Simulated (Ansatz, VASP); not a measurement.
One calculation of Be3Cd2S, two programs

```xyz
6
Lattice="2.6909 1.5536 3.4697 -2.6909 1.5536 3.4697 0.0000 -3.1072 3.4697" Properties=species:S:1:pos:R:3 pbc="T T T"
Be   -1.3455   -0.7768    3.4697
Be    1.3455   -0.7768    3.4697
Be    0.0000    1.5536    3.4697
Cd    0.0000    0.0000    1.3680
Cd    0.0000    0.0000    9.0411
S     0.0000    0.0000    5.2045
```

Change from the starting cell: species swapped into the Ti2Be3Ga type (R-3m, No. 166).

Alike in both runs: functional PBE; k mesh 6 × 6 × 6; occupations gaussian, width 0.1 eV; no spin polarisation.

Ansatz relaxed the structure, and its values are those at the end. VASP's run is a single point on that final structure, the one shown.

|  | VASP | Ansatz |
| --- | --- | --- |
| version | VASP 6.6.1 | Ansatz 0.2.0 |
| potentials or method | VASP PAW PBE potentials, release 64 (Be, Cd, S), cutoff 520 eV | scalar-relativistic, plane waves, PAW |
| valence electrons in the cell | 36 | 52 |

```tsv
	VASP	Ansatz	Ansatz less VASP
gap on the k mesh at the Fermi level (eV)	none	none	-
pressure (GPa)	0.2	0.0	-0.22
rms of the force components (eV/Å)	0.001	0.004	+0.0027
```

A gap of «none» marks a metal or a gap that the smearing closes. With one functional, cell and mesh, what is left measures potentials, basis and numerics. VASP's potentials hold 36 valence electrons a cell and Ansatz's 52, so a difference there can come from the potentials and not from the codes.
